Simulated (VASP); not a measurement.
Ir:

```
Ir
1.0
     0.00000    1.91560    1.91560
     1.91560    0.00000    1.91560
     1.91560    1.91560    0.00000
Ir
1
Cartesian
  0.0000 0.0000 0.0000
```

| Quantity | Value |
| --- | --- |
| Program | VASP 6.6.1 |
| Task | relaxation of cell and atoms |
| Functional | r2SCAN |
| Potentials or basis | VASP PAW PBE potentials, release 64 (Ir) |
| Cutoff | 600 eV |
| k mesh | 12 × 12 × 12 |
| Occupations | methfessel-paxton, width 0.01 eV |
| Spin | no spin polarisation |
| Hubbard terms | Ir d U = 6.2 eV |

At the start: pressure -16.9 GPa; volume 14.06 Å³/atom.

Question: How do energy, volume and symmetry change on relaxing?

Answer: Over 7 steps the energy falls by 44.1 meV/atom and the volume is 13.27 Å³/atom (-5.6 %); space group Fm-3m (No. 225, to 0.05 Å).

The path:
```tsv
step	energy change (eV)	largest force (eV/Å)	pressure (GPa)	volume (Å³)
1	0.0000	0.0000	-16.94	14.06
2	0.3827	0.0000	77.48	11.25
3	-0.0439	0.0000	-1.44	13.33
4	-0.0441	0.0000	-0.23	13.28
5	-0.0441	0.0000	0.15	13.26
6	-0.0441	0.0000	-0.36	13.28
7	-0.0441	0.0000	0.04	13.27
```

Final structure:
```
Ir
1.0
     0.00000    1.87900    1.87900
     1.87900    0.00000    1.87900
     1.87900    1.87900    0.00000
Ir
1
Direct
  0.00000 0.00000 0.00000
```

Caveat: the PAW data sets were made with another functional, which shifts forces and pressure a little; U without spin polarisation on a metal has little footing; the U is typed as a test and isn't derived for this compound.
